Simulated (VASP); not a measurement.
Write the native input for VASP 6.6.1 that does the following.

```yaml
Task: single point
Functional: LDA
Potentials_or_basis: VASP PAW LDA potentials, release 64 (Si)
Cutoff: 500 eV
k_mesh: 8 × 8 × 8
Occupations: fermi-dirac, width 0.05 eV
Spin: no spin polarisation
Dipole_correction: no
Further_INCAR_settings: ALGO = Normal; EDIFF = 1e-06; NBANDS = 11
```

The structure of Si lies in POSCAR:

```
Si
1.0
    0.0000000000      2.7099080903      2.7099080903
    2.7099080903      0.0000000000      2.7099080903
    2.7099080903      2.7099080903      0.0000000000
Si
2
Direct
    1.0000000000      1.0000000000      1.0000000000
    0.2500000000      0.2500000000      0.2500000000
```

One way to write it, as run:

INCAR

```
SYSTEM = Si
PREC     = Accurate       ! precision mode
ENCUT    = 500            ! plane-wave cutoff, eV
EDIFF    = 1E-6           ! SCF threshold, eV
ISMEAR   = -1             ! smearing method
SIGMA    = 0.05           ! smearing width, eV
LREAL    = .FALSE.        ! projectors in reciprocal space
LASPH    = .TRUE.         ! aspherical terms in the spheres
NELM     = 120            ! most SCF steps
ALGO     = Normal         ! electronic algorithm
ISIF     = 2              ! what is computed and relaxed
LWAVE    = .FALSE.        ! write WAVECAR
LCHARG   = .TRUE.         ! write CHGCAR
GGA      = CA             ! functional
LELF     = .TRUE.         ! ELF
LVHAR    = .TRUE.       
NBANDS   = 11             ! bands
GGA_COMPAT= .FALSE.
```

KPOINTS

```
regular mesh
0
G
  8 8 8
  0 0 0
```

Potentials or basis: VASP PAW LDA potentials, release 64 (Si).

Run with:

```console
$ cat potpaw_LDA.64/Si/POTCAR > POTCAR
$ mpirun -np 1 vasp_std > vasp.out
```

Results of the run:

```json
{
  "Pressure": "-0.9 GPa",
  "Band gap on the k mesh": "0.50 eV, indirect (least direct gap 2.53 eV)"
}
```

Wall time 16 s on 1 thread of AMD EPYC 7571, with other jobs on the host, peak memory 0.1 GiB.
